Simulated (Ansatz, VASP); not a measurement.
**One calculation of Ta, two programs**

The input POSCAR:

```
Ta
1.0
   -1.6512800000      1.6512800000      1.4035880000
    1.6512800000     -1.6512800000      1.4035880000
    1.6512800000      1.6512800000     -1.4035880000
Ta
1
Direct
    0.0000000000      0.0000000000      0.0000000000
```

Contents of INCAR.step1:

```
  PREC = Accurate
  ENCUT = 520
  ISMEAR = 0
  SIGMA = 0.15
  LREAL = F
  LASPH = T
  NELM = 80
  NBANDS = 12
  GGA = PE
  ALGO = Normal
  EDIFF = 1E-4
  LWAVE = T
  LCHARG = F
```

The input INCAR.step2:

```
  PREC = Accurate
  ENCUT = 520
  EDIFF = 1E-6
  ISMEAR = 0
  SIGMA = 0.15
  LREAL = F
  LASPH = T
  NELM = 80
  ALGO = Normal
  ISIF = 2
  LWAVE = F
  LCHARG = F
  METAGGA = R2SCAN
  LMIXTAU = T
  NBANDS = 12
  ISTART = 1
```

Contents of KPOINTS:

```
regular mesh
0
Gamma
  20 20 20
```

Input for Ansatz:

```yaml
crystal:
  lattice:
    - [-1.65128, 1.65128, 1.403588]
    - [1.65128, -1.65128, 1.403588]
    - [1.65128, 1.65128, -1.403588]
  atoms:
    - { symbol: Ta, position: [0.0, 0.0, 0.0] }
basis:
  ecutwfc: 500
kpoints:
  mp_grid: { grid: [20, 20, 20] }
hamiltonian:
  xc: r2scan
scf:
  occupations: { method: gaussian, width: 0.15 }
output:
  forces: true
  stress: true
  eigenvalues: true
```

Change from the starting cell: strain -0.1500 x Voigt [0, 0, 1, 0, 0, 0], atoms carried along.

Alike in both runs: task single point; functional r2SCAN; k mesh 20 × 20 × 20; occupations gaussian, width 0.15 eV; no spin polarisation.

|  | VASP | Ansatz |
| --- | --- | --- |
| version | VASP 6.6.1 | Ansatz 0.2.0 |
| potentials or method | VASP PAW PBE potentials, release 64 (Ta_pv), cutoff 520 eV | scalar-relativistic, plane waves, PAW |
| valence electrons in the cell | 11 | 13 |

Ansatz gave:

* gap on the k mesh at the Fermi level (eV): none
* pressure (GPa): 48.2
* traceless stress, the component that is largest in VASP (GPa): 16.64

Question: Estimate VASP's values.

Answer: gap on the k mesh at the Fermi level (eV): none; pressure (GPa): 49.5; traceless stress, the component that is largest in VASP (GPa): 16.57.

VASP's potentials were made for PBE, not for r2SCAN. A gap of «none» marks a metal or a gap that the smearing closes. Both programs put the cell under a high pressure, so it lies far from rest at this level. VASP's potentials hold 11 valence electrons a cell and Ansatz's 13, so a difference there can come from the potentials and not from the codes.

Neither program's run includes spin-orbit coupling.
